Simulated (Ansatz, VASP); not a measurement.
## BaTe in VASP and in Ansatz

File POSCAR:

```
BaTe
1.0
    0.0000000000      3.5323793482      3.5323793482
    3.5323793482      0.0000000000      3.5323793482
    3.5323793482      3.5323793482      0.0000000000
Ba Te
1 1
Direct
    0.0000000000      0.0000000000      0.0000000000
    0.5000000000      0.5000000000      0.5000000000
```

File INCAR.step1:

```
SYSTEM = BaTe
PREC = Accurate
ENCUT = 520
EDIFF = 1E-5
ISMEAR = 0
SIGMA = 0.01
LREAL = .FALSE.
LASPH = .TRUE.
NELM = 80
ALGO = Normal
ISIF = 2
LWAVE = .TRUE.
LCHARG = .FALSE.
GGA = PE
NBANDS = 15
```

The input INCAR.step2:

```
SYSTEM = BaTe
PREC = Accurate
ENCUT = 520
EDIFF = 1E-7
ISMEAR = 0
SIGMA = 0.01
LREAL = .FALSE.
LASPH = .TRUE.
NELM = 80
ALGO = Normal
ISIF = 2
LWAVE = .FALSE.
LCHARG = .FALSE.
GGA = PE
LHFCALC = .TRUE.
AEXX = 0.25
PRECFOCK = Normal
ISTART = 1
NBANDS = 15
```

The input KPOINTS:

```
Automatic mesh
0
G
  4 4 4
  0 0 0
```

Input for Ansatz:

```yaml
crystal:
  lattice:
    - [0.0, 3.5323793482, 3.5323793482]
    - [3.5323793482, 0.0, 3.5323793482]
    - [3.5323793482, 3.5323793482, 0.0]
  atoms:
    - { symbol: Ba, position: [0.0, 0.0, 0.0] }
    - { symbol: Te, position: [0.5, 0.5, 0.5] }
kpoints:
  mp_grid: { grid: [4, 4, 4] }
  band_path:
    path:
      - [0.0, 0.0, 0.0]
      - [0.5, 0.0, 0.5]
      - [0.625, 0.25, 0.625]
      - [0.375, 0.375, 0.75]
      - [0.5, 0.5, 0.5]
      - [0.5, 0.25, 0.75]
      - [0.0, 0.5, 0.5]
    npoints: 1
hamiltonian:
  xc: pbe0
scf:
  occupations: { method: fixed }
  n_extra_bands: 4
output:
  forces: true
  stress: true
  eigenvalues: true
  write_density: true
  write_potential: true
  elf: true
  volumetric_format: npy
```

Alike in both runs: task single point; functional PBE0; k mesh 4 × 4 × 4; no spin polarisation.

```csv
,VASP,Ansatz
version,VASP 6.6.1,Ansatz 0.2.0
potentials or method,"VASP PAW PBE potentials, release 64 (Ba_sv, Te)","plane waves, PAW"
plane-wave cutoff (eV),520,420
occupations,"gaussian, width 0.01 eV",fixed
valence electrons in the cell,16,26
```

```csv
,VASP,Ansatz,Ansatz less VASP
gap on the k mesh at the Fermi level (eV),2.98,3.00,+0.023
pressure (GPa),-0.1,-0.2,-0.16
```

VASP's potentials hold 16 valence electrons a cell and Ansatz's 26, so a difference there can come from the potentials and not from the codes. Ansatz's warnings: stress exchange threshold loose, stress scf threshold loose.

Spin-orbit coupling is off throughout.
